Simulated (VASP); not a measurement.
# F (C2/m) in VASP: further runs, part 2 of 2

VASP 6.6.1. The steps go on from the part before.

### Step 4. Single point, PBEsol

This run uses another cell than the first one, of the same volume but with other edges.

Contents of INCAR:

```
  PREC = Accurate
  ENCUT = 520
  EDIFF = 1E-6
  ISMEAR = 0
  SIGMA = 0.05
  LREAL = False
  LASPH = True
  NELM = 80
  ALGO = Normal
  ISIF = 2
  LWAVE = False
  LCHARG = False
  GGA = PS
  NBANDS = 22
```

Contents of KPOINTS:

```
Automatic mesh
0
Gamma
  4 4 2
```

Contents of POSCAR:

```
F
1.0
    3.1287997919     -1.6865770708     -0.2413200316
    3.1287997919      1.6865770708     -0.2413200316
   -2.3860374409      0.0000000000      6.7681231831
F
4
Direct
    0.0848459664      0.0848459664      0.0940038325
    0.9151540336      0.9151540336      0.9059961675
    0.5015719855      0.5015719855      0.5937195244
    0.4984280145      0.4984280145      0.4062804756
```

Potentials or basis: VASP PAW PBE potentials, release 64 (F).

Run with:

```bash
$ cat potpaw_PBE.64/F/POTCAR > POTCAR
$ mpirun -np 1 vasp_std > vasp.out
```

OUTCAR:

```text
PREC = Accurate
   ENCUT = 520
   EDIFF = 1E-6
   ISMEAR = 0
   LREAL = False
   LASPH = True
   NELM = 80
   ISIF = 2
   GGA = PS

 ion  position               nearest neighbor table
   1  0.085  0.085  0.094-   2 1.34
   2  0.915  0.915  0.906-   1 1.34
   3  0.502  0.502  0.594-   4 1.34
   4  0.498  0.498  0.406-   3 1.34

  LATTYP: Found a base centered monoclinic cell.
 ALAT       =     6.2761846676
 B/A-ratio  =     0.5374529782
 C/A-ratio  =     1.1434329670
 COS(beta)  =    -0.4040247995

  Lattice vectors:

 A1 = (   3.1287997919,  -1.6865770708,  -0.2413200316)
 A2 = (   3.1287997919,   1.6865770708,  -0.2413200316)
 A3 = (  -2.3860374409,   0.0000000000,   6.7681231831)

Analysis of symmetry for initial positions (statically):
=====================================================================
 Subroutine PRICEL returns:
 Original cell was already a primitive cell.

 Routine SETGRP: Setting up the symmetry group for a
 base centered monoclinic supercell.

 Subroutine GETGRP returns: Found  4 space group operations
 (whereof  4 operations were pure point group operations)
 out of a pool of  4 trial point group operations.

The static configuration has the point symmetry C_2h.

Analysis of symmetry for dynamics (positions and initial velocities):
=====================================================================
 Subroutine PRICEL returns:
 Original cell was already a primitive cell.

 Routine SETGRP: Setting up the symmetry group for a
 base centered monoclinic supercell.

 Subroutine GETGRP returns: Found  4 space group operations
 (whereof  4 operations were pure point group operations)
 out of a pool of  4 trial point group operations.

The dynamic configuration has the point symmetry C_2h.

 Subroutine INISYM returns: Found  4 space group operations
 (whereof  4 operations are pure point group operations),
 and found     1 'primitive' translations

----------------------------------------------------------------------------------------

                                     Primitive cell

  volume of cell :      69.4880

  direct lattice vectors                    reciprocal lattice vectors
     3.128799792 -1.686577071 -0.241320032     0.164272412 -0.296458436  0.057912676
     3.128799792  1.686577071 -0.241320032     0.164272412  0.296458436  0.057912676
    -2.386037441  0.000000000  6.768123183     0.011714392  0.000000000  0.151881245

  length of vectors
     3.562606589  3.562606589  7.176396456     0.343841399  0.343841399  0.152332333

  position of ions in fractional coordinates (direct lattice)
     0.084845966  0.084845966  0.094003833
     0.915154034  0.915154034  0.905996167
     0.501571986  0.501571986  0.593719524
     0.498428014  0.498428014  0.406280476

  ion indices of the primitive-cell ions
   primitive index   ion index
                 1           1
                 2           2
                 3           3
                 4           4

----------------------------------------------------------------------------------------

[... 26 lines left out ...]
  0.000000  0.000000  0.000000      1.000000
  0.250000 -0.000000  0.000000      4.000000
  0.500000 -0.000000  0.000000      2.000000
  0.250000  0.250000  0.000000      2.000000
  0.500000  0.250000  0.000000      4.000000
 -0.250000  0.250000  0.000000      2.000000
  0.500000  0.500000  0.000000      1.000000
 -0.000000 -0.000000  0.500000      1.000000
  0.250000  0.000000  0.500000      4.000000
  0.500000 -0.000000  0.500000      2.000000
  0.250000  0.250000  0.500000      2.000000
  0.500000  0.250000  0.500000      4.000000
 -0.250000  0.250000  0.500000      2.000000
  0.500000  0.500000  0.500000      1.000000
   k-points           NKPTS =     14   k-points in BZ     NKDIM =     14   number of bands    NBANDS=     22
   number of dos      NEDOS =    301   number of ions     NIONS =      4
   total plane-waves  NPLWV =  42336
   dimension x,y,z NGX =    28 NGY =   28 NGZ =   54
   dimension x,y,z NGXF=    56 NGYF=   56 NGZF=  108
   ions per type =               4
   NGX,Y,Z   is equivalent  to a cutoff of  13.07, 13.07, 12.51 a.u.
   NGXF,Y,Z  is equivalent  to a cutoff of  26.13, 26.13, 25.02 a.u.
 SYSTEM =  unknown system
   PREC   = accura    normal or accurate (medium, high low for compatibility)
   ISTART =      0    job   : 0-new  1-cont  2-samecut
   ICHARG =      2    charge: 1-file 2-atom 10-const
   ISPIN  =      1    spin polarized calculation?
   LNONCOLLINEAR =      F non collinear calculations
   LSORBIT =      F    spin-orbit coupling
   LASPH  =      T    aspherical Exc in radial PAW
   ENCUT  =  520.0 eV  38.22 Ry    6.18 a.u.   6.62  6.62 13.34*2*pi/ulx,y,z
   NELM   =     80;   NELMIN=  2; NELMDL= -5     # of ELM steps
   EDIFF  = 0.1E-05   stopping-criterion for ELM
   LREAL  =      F    real-space projection
   EDIFFG = 0.1E-04   stopping-criterion for IOM
   NSW    =      0    number of steps for IOM
   IBRION =     -1    ionic relax: 0-MD 1-quasi-New 2-CG
   NFREE  =      0    steps in history (QN), initial steepest desc. (CG)
   ISIF   =      2    stress and relaxation
   ISYM   =      2    0-nonsym 1-usesym 2-fastsym
   POTIM  = 0.5000    time-step for ionic-motion
   TEBEG  =    0.0;   TEEND  =   0.0 temperature during run
   PSTRESS=    0.0 pullay stress
   NELECT =      28.0000    total number of electrons
   NUPDOWN=      -1.0000    fix difference up-down
   EMIN   =  10.00;   EMAX   =-10.00  energy-range for DOS
   EFERMI =   0.00;   METHOD = LEGACY
   ISMEAR =     0;   SIGMA  =   0.05  broadening in eV -4-tet -1-fermi 0-gaus
   EFERMI_NEDOS =   21; number of points for ismear=-14 and -15
   IALGO  =     38    algorithm
   IMIX   =      4    mixing-type and parameters
     AMIX     =   0.40;   BMIX     =  1.00
     AMIX_MAG =   1.60;   BMIX_MAG =  1.00
  volume/ion in A,a.u.               =      17.37       117.23
  Fermi-wavevector in a.u.,A,eV,Ry     =   1.209180  2.285019 19.893295  1.462116
  Thomas-Fermi vector in A             =   2.344765
   LORBIT       =      0    0 simple, 1 ext, 2 COOP (PROOUT), +10 PAW based schemes
   GGA     = PS    functional components
   LHFCALC =     F    Hartree Fock is set to
   AEXX    =    0.0000 exact exchange contribution
   IVDW    =     0    specifies the selected vdW correction
   LEPSILON=     F    determine dielectric tensor
   LRPA    =     F    only Hartree local field effects (RPA)
 non-spin polarized calculation
 Gauss-broadening in eV      SIGMA  =   0.05
  energy-cutoff  :      520.00
  volume of cell :       69.49
 maximum number of plane-waves:      1886
 NGX is ok and might be reduce to    28

 number of electron      27.9999984 magnetization

 Free energy of the ion-electron system (eV)
  ---------------------------------------------------
  ext. energy  EPLUGINS =         0.00000000
  ---------------------------------------------------
  free energy    TOTEN  =        -7.55915005 eV

  energy without entropy =       -7.55915005  energy(sigma->0) =       -7.55915005

 E-fermi :  -4.8288     XC(G=0):  -7.1483

 val. band max:       -5.0505786841   @ k =   0.5000   0.5000   0.0000
 cond. band min:      -1.2660996597   @ k =   0.0000   0.0000   0.0000
 fundamental gap:      3.7844790244
 Fermi energy:        -4.8288294102

 k-point     1 :       0.0000    0.0000    0.0000
  band No.  band energies     occupation
      1     -31.4870      2.00000
      2     -31.3363      2.00000
      3     -23.4952      2.00000
      4     -23.1527      2.00000
      5     -12.4106      2.00000
      6     -11.6916      2.00000
[... 339 lines left out ...]
     21       9.8459      0.00000
     22      10.1399      0.00000

------------------------ aborting loop because EDIFF is reached ----------------------------------------

  FORCE on cell =-STRESS in cart. coord.  units (eV):
  Direction    XX          YY          ZZ          XY          YZ          ZX
  --------------------------------------------------------------------------------------
  -------------------------------------------------------------------------------------
  Total        1.2746926     -0.1865656      7.7461533      0.0000000      0.0000000      0.5324697
  in kB       29.3904491     -4.3016236    178.6022219      0.0000000      0.0000000     12.2770961
  external PRESSURE =      67.8970158 kB  Pullay stress =       0.0000000 kB

 VOLUME and BASIS-vectors are now :
 -----------------------------------------------------------------------------
  energy-cutoff  :      520.00
  volume of cell :       69.49
      direct lattice vectors                 reciprocal lattice vectors
     3.128799792 -1.686577071 -0.241320032     0.164272412 -0.296458436  0.057912676
     3.128799792  1.686577071 -0.241320032     0.164272412  0.296458436  0.057912676
    -2.386037441  0.000000000  6.768123183     0.011714392  0.000000000  0.151881245

 POSITION                                       TOTAL-FORCE (eV/Angst)
 -----------------------------------------------------------------------------------
      0.30664      0.00000      0.59528         1.574241      0.000000      3.021481
      3.56493      0.00000      5.69020        -1.574241      0.000000     -3.021481
      1.72200      0.00000      3.77629        -1.105180      0.000000      3.244321
      2.14956      0.00000      2.50919         1.105180      0.000000     -3.244321
 -----------------------------------------------------------------------------------
    total drift:                                0.000000      0.000000     -0.000000

  FREE ENERGIE OF THE ION-ELECTRON SYSTEM (eV)
  ---------------------------------------------------
  free  energy   TOTEN  =        -7.5591500461 eV

  energy  without entropy=       -7.5591500461  energy(sigma->0) =       -7.55915005
```

OSZICAR:

```text
N       E                     dE             d eps       ncg     rms          rms(c)
DAV:   1     0.174976645494E+03    0.17498E+03   -0.15244E+04   624   0.116E+03
DAV:   2    -0.589681509678E+00   -0.17557E+03   -0.16836E+03   836   0.284E+02
DAV:   3    -0.935275293371E+01   -0.87631E+01   -0.87240E+01   700   0.620E+01
DAV:   4    -0.940769579430E+01   -0.54943E-01   -0.54940E-01   684   0.563E+00
DAV:   5    -0.940801702648E+01   -0.32123E-03   -0.32123E-03   700   0.413E-01    0.112E+01
DAV:   6    -0.802933047494E+01    0.13787E+01   -0.54242E-01   640   0.758E+00    0.632E+00
DAV:   7    -0.756138483848E+01    0.46795E+00   -0.70531E-01   622   0.816E+00    0.793E-01
DAV:   8    -0.755899533068E+01    0.23895E-02   -0.87823E-02   616   0.213E+00    0.131E-01
DAV:   9    -0.755907176298E+01   -0.76432E-04   -0.11498E-03   730   0.263E-01    0.700E-02
DAV:  10    -0.755914975857E+01   -0.77996E-04   -0.26925E-04   640   0.143E-01    0.274E-02
DAV:  11    -0.755915068162E+01   -0.92304E-06   -0.25233E-05   676   0.482E-02    0.801E-03
DAV:  12    -0.755915004609E+01    0.63553E-06   -0.64713E-06   682   0.215E-02
   1 F= -.75591500E+01 E0= -.75591500E+01  d E =-.252969E-11
```

stdout:

```text
POSCAR found type information on POSCAR F
 POSCAR found :  1 types and       4 ions
 scaLAPACK will be used
 -----------------------------------------------------------------------------
|                                                                             |
|                                                                             |
|     You enforced a specific xc type in the INCAR file but a different       |
|     I HOPE YOU KNOW WHAT YOU ARE DOING!                                     |
|                                                                             |
 -----------------------------------------------------------------------------

 LDA part: xc-table for (Slater+PW92), standard interpolation
 POSCAR, INCAR and KPOINTS ok, starting setup
 FFT: planning ... GRIDC
 FFT: planning ... GRID_SOFT
 FFT: planning ... GRID
 WAVECAR not read
 entering main loop
```

It took 23 s on 1 thread of Intel Xeon Platinum 8175M at 2.50GHz (Skylake/Cascade Lake), shared host; peak memory 0.18 GiB.

What came out:

| Property | Result |
| --- | --- |
| Free energy | -7.5592 eV |
| Pressure | 6.8 GPa |
| Largest force | 3.427 eV/Å |
| Band gap on the k mesh | 3.78 eV, indirect (least direct gap 3.91 eV) |

Forces in eV/Å, atoms in the order of the input:
```
F    1.574  0.000  3.021
F   -1.574  0.000 -3.021
F   -1.105  0.000  3.244
F    1.105  0.000 -3.244
```

Stress tensor (GPa, compression positive):
```
 2.94  0.00  1.23
 0.00 -0.43  0.00
 1.23  0.00 17.86
```

Caveat: the k points lie up to 0.54 Å⁻¹ apart; the PAW data sets were made with another functional, which shifts forces and pressure a little.

### Step 5. Single point, PBEsol

Contents of INCAR:

```
SYSTEM = F
PREC = Accurate
ENCUT = 520
EDIFF = 1E-7
ISMEAR = 0
SIGMA = 0.05
LREAL = .FALSE.
LASPH = .TRUE.
NELM = 60
ALGO = Normal
ISIF = 2
LWAVE = .FALSE.
LCHARG = .TRUE.
GGA = PS
LELF = .TRUE.
LVHAR = .TRUE.
NBANDS = 22
```

Contents of KPOINTS:

```
Automatic mesh
0
G
  4 4 2
  0 0 0
```

Contents of POSCAR:

```
F
1.0
    3.0627160592     -1.7046754666     -0.2362230841
    3.0627160592      1.7046754666     -0.2362230841
   -2.3195622073      0.0000000000      6.8336488987
F
4
Direct
    0.0848459664      0.0848459664      0.0940038325
    0.9151540336      0.9151540336      0.9059961675
    0.5015719855      0.5015719855      0.5937195244
    0.4984280145      0.4984280145      0.4062804756
```

Run with:

```bash
$ cat potpaw_PBE.64/F/POTCAR > POTCAR
$ mpirun -np 1 vasp_std > vasp.out
```

Run time: 27 s. Hardware: 1 thread of Intel Xeon Platinum 8175M at 2.50GHz (Skylake/Cascade Lake), shared host; peak memory 0.18 GiB.

The run converged. Its results:

* Free energy: -7.6112 eV
* Pressure: 5.9 GPa
* Largest force: 2.983 eV/Å
* Band gap on the k mesh: 3.66 eV, indirect (least direct gap 3.77 eV)

Forces in eV/Å, atoms in the order of the input:
```
F    1.338  0.000  2.646
F   -1.338  0.000 -2.646
F   -0.932  0.000  2.833
F    0.932  0.000 -2.833
```

Stress tensor (GPa, compression positive):
```
 2.38  0.00  1.10
 0.00 -0.44  0.00
 1.10  0.00 15.74
```

Levels at points of the mesh, in eV from the valence-band top:
```csv
k point,band 12,band 13,band 14,band 15,band 16,band 17
"(0.00, 0.00, 0.00)",-0.20,-0.16,-0.12,3.66,4.55,8.53
"(0.50, 0.00, 0.00)",-0.39,-0.35,-0.23,4.16,4.24,12.59
"(0.50, 0.50, 0.00)",-0.33,-0.23,0.00,4.10,4.21,12.73
"(0.00, 0.00, 0.50)",-0.25,-0.19,-0.12,4.02,4.10,9.46
"(0.50, 0.00, 0.50)",-0.42,-0.25,-0.09,3.96,4.40,12.52
"(0.50, 0.50, 0.50)",-0.32,-0.20,-0.13,4.14,4.22,12.38
```

Caveat: the k points lie up to 0.54 Å⁻¹ apart; the PAW data sets were made with another functional, which shifts forces and pressure a little. A k mesh can miss the band edges.

### Step 6. The runs side by side

| cell | gap on the mesh (eV) | pressure (GPa) | largest force (eV/Å) |
| --- | --- | --- | --- |
| a = 3.465, b = 3.465, c = 7.259 Å, angles 109.4, 109.4, 59.6°, 4 atoms | 3.53 | 5.0 | 2.54 |
| a = 3.420, b = 3.420, c = 7.304 Å, angles 108.7, 108.7, 61.2°, 4 atoms | 3.40 | 4.1 | 2.09 |
| a = 3.563, b = 3.563, c = 7.176 Å, angles 110.8, 110.8, 56.5°, 4 atoms | 3.78 | 6.8 | 3.43 |
| a = 3.513, b = 3.513, c = 7.217 Å, angles 110.1, 110.1, 58.1°, 4 atoms | 3.66 | 5.9 | 2.98 |

Alike in all rows: task single point; level PBEsol; potentials or basis VASP PAW PBE potentials, release 64 (F); no spin polarisation; k mesh 4 × 4 × 2; cutoff (eV) 520; smearing gaussian 0.05 eV.

Caveats: all runs use coarse meshes; the PAW data sets were made with another functional, which shifts forces and pressure a little.

Total energies depend on the potentials used, so only differences within one code and one set of settings carry meaning.
